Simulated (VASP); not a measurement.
Write the native input for VASP 6.6.1 that does the following.

- Task: single point
- Functional: PBEsol
- Potentials or basis: VASP PAW PBE potentials, release 64 (Al, Ga_d, N)
- Cutoff: 700 eV
- k mesh: 1 × 1 × 1, shifted
- Occupations: fermi-dirac, width 0.05 eV
- Spin: no spin polarisation
- Dipole correction: no
- Further INCAR settings: LREAL = Auto; ALGO = Normal; EDIFF = 1e-06; NBANDS = 291; ISYM = -1

The structure of Al13Ga3N16 lies in POSCAR:

```
Al13Ga3N16
1.0
    9.3807380000      0.0000000000      0.0000000000
    0.0000000000     10.8319430000      0.0000000000
    0.0000000000      0.0000000000     10.0438510000
Al Ga N
39 9 48
Direct
    0.1655670000      0.0818880000      0.2467170000
    0.1682530000      0.0819370000      0.7473700000
    0.9990790000      0.3301190000      0.2503560000
    0.9979680000      0.3325370000      0.7493740000
    0.5017950000      0.0841180000      0.2509050000
    0.3335780000      0.3328560000      0.2464830000
    0.3362760000      0.3329380000      0.7491270000
    0.1643250000      0.5805090000      0.7526880000
    0.0020100000      0.8339220000      0.7492980000
    0.8350970000      0.0829340000      0.7460140000
    0.6695370000      0.3335280000      0.2503740000
    0.6656550000      0.3316250000      0.7481810000
    0.4985830000      0.5819360000      0.2482050000
    0.5037290000      0.5845030000      0.7518370000
    0.3323680000      0.8336660000      0.2471990000
    0.8329950000      0.5791760000      0.2480130000
    0.8302220000      0.5816410000      0.7490960000
    0.6648600000      0.8348950000      0.2458160000
    0.6635220000      0.8330930000      0.7473950000
    0.0009780000      0.1642380000      0.0002000000
    0.3327180000      0.1648140000      0.4988100000
    0.3313240000      0.1678460000      0.9987600000
    0.1668090000      0.4121900000      0.4990440000
    0.1666490000      0.4204930000      0.9960570000
    0.0023460000      0.6673970000      0.4995700000
    0.0004740000      0.6656830000      0.0000660000
    0.6688760000      0.1690930000      0.4997280000
    0.6686090000      0.1647010000      0.9999610000
    0.5007490000      0.4184700000      0.5007880000
    0.5019650000      0.4162270000      0.9974510000
    0.3356740000      0.6666720000      0.4998870000
    0.3362680000      0.6660630000      0.9984500000
    0.1646540000      0.9145780000      0.5029430000
    0.1675930000      0.9154130000      0.9994660000
    0.8349100000      0.4172750000      0.0010080000
    0.6701960000      0.6658800000      0.5001510000
    0.6675650000      0.6682980000      0.9983680000
    0.5003700000      0.9180620000      0.4986310000
    0.8333450000      0.9158800000      0.9974520000
    0.5013840000      0.0838520000      0.7517040000
    0.1677490000      0.5825680000      0.2484070000
    0.9992840000      0.8321300000      0.2482940000
    0.8283640000      0.0855880000      0.2480360000
    0.3310480000      0.8330000000      0.7504690000
    0.9986630000      0.1682090000      0.5001410000
    0.8321200000      0.4190220000      0.4964410000
    0.5002770000      0.9187730000      0.0001070000
    0.8315850000      0.9185650000      0.4994150000
    0.9994640000      0.1660900000      0.1897010000
    0.0007890000      0.1672030000      0.6883380000
    0.3344680000      0.1710440000      0.1895200000
    0.3330850000      0.1631900000      0.6899780000
    0.1666400000      0.4165320000      0.1854990000
    0.1675480000      0.4152970000      0.6876090000
    0.9979230000      0.6700880000      0.1868770000
    0.0022580000      0.6634760000      0.6911080000
    0.6653260000      0.1652180000      0.1900260000
    0.6636040000      0.1658570000      0.6895620000
    0.4995090000      0.4160140000      0.1877830000
    0.4961840000      0.4193940000      0.6901850000
    0.3356390000      0.6692420000      0.1907070000
    0.3327290000      0.6667570000      0.6867970000
    0.1652150000      0.9164680000      0.1870090000
    0.1650000000      0.9136880000      0.6907990000
    0.8315500000      0.4200380000      0.1875130000
    0.8271300000      0.4156620000      0.6913880000
    0.6668350000      0.6640180000      0.1919710000
    0.6719270000      0.6674400000      0.6875690000
    0.4969160000      0.9172860000      0.1906100000
    0.4955340000      0.9142970000      0.6881760000
    0.8377060000      0.9185370000      0.1895730000
    0.8363620000      0.9173840000      0.6892060000
    0.1658960000      0.0868790000      0.4374890000
    0.1715260000      0.0819620000      0.9384350000
    0.9996300000      0.3349240000      0.4366430000
    0.0009290000      0.3302070000      0.9373020000
    0.4941200000      0.0856100000      0.4357200000
    0.5007240000      0.0820860000      0.9379880000
    0.3346720000      0.3305890000      0.4407550000
    0.3345980000      0.3320010000      0.9410310000
    0.1642760000      0.5833840000      0.4380800000
    0.1666660000      0.5792940000      0.9420070000
    0.9996070000      0.8329280000      0.4377230000
    0.9978450000      0.8333480000      0.9402330000
    0.8342410000      0.0841650000      0.4397820000
    0.8333420000      0.0830850000      0.9400620000
    0.6695190000      0.3304820000      0.4416150000
    0.6664940000      0.3336870000      0.9406580000
    0.4973620000      0.5787300000      0.4387810000
    0.4983350000      0.5836930000      0.9392070000
    0.3354470000      0.8334260000      0.4400020000
    0.3307290000      0.8331550000      0.9358730000
    0.8338990000      0.5827520000      0.4423850000
    0.8333350000      0.5838610000      0.9392040000
    0.6670750000      0.8340100000      0.4400890000
    0.6689440000      0.8341520000      0.9401930000
```

One way to write it, as run:

INCAR

```
PREC = Accurate ; ENCUT = 700
EDIFF = 1E-6 ; ISMEAR = -1
SIGMA = 0.05 ; LREAL = Auto
LASPH = T ; NELM = 120
ALGO = Normal ; ISIF = 2
LWAVE = F ; LCHARG = T
GGA = PS ; LELF = T
LVHAR = T ; NBANDS = 291
ISYM = -1 ; GGA_COMPAT = F
```

KPOINTS

```
explicit points
1
Reciprocal
  0.25000000   0.25000000   0.25000000 1
```

Potentials or basis: VASP PAW PBE potentials, release 64 (Al, Ga_d, N).

The run is started by

```console
$ cat potpaw_PBE.64/Al/POTCAR potpaw_PBE.64/Ga_d/POTCAR potpaw_PBE.64/N/POTCAR > POTCAR
$ mpirun -np 1 vasp_std > vasp.out
```

It gave:

| Property | Result |
| --- | --- |
| Pressure | 0.5 GPa |
| Largest force | 2.040 eV/Å |
| Band gap on the k mesh | 4.58 eV |

Caveat: the PAW data sets were made with another functional, which shifts forces and pressure a little; a shifted mesh leaves out Γ, where band edges can lie.

Run time: 36 min on 1 thread of AMD EPYC 7R32 (Zen 2) (shared host), peak memory 1.4 GiB.
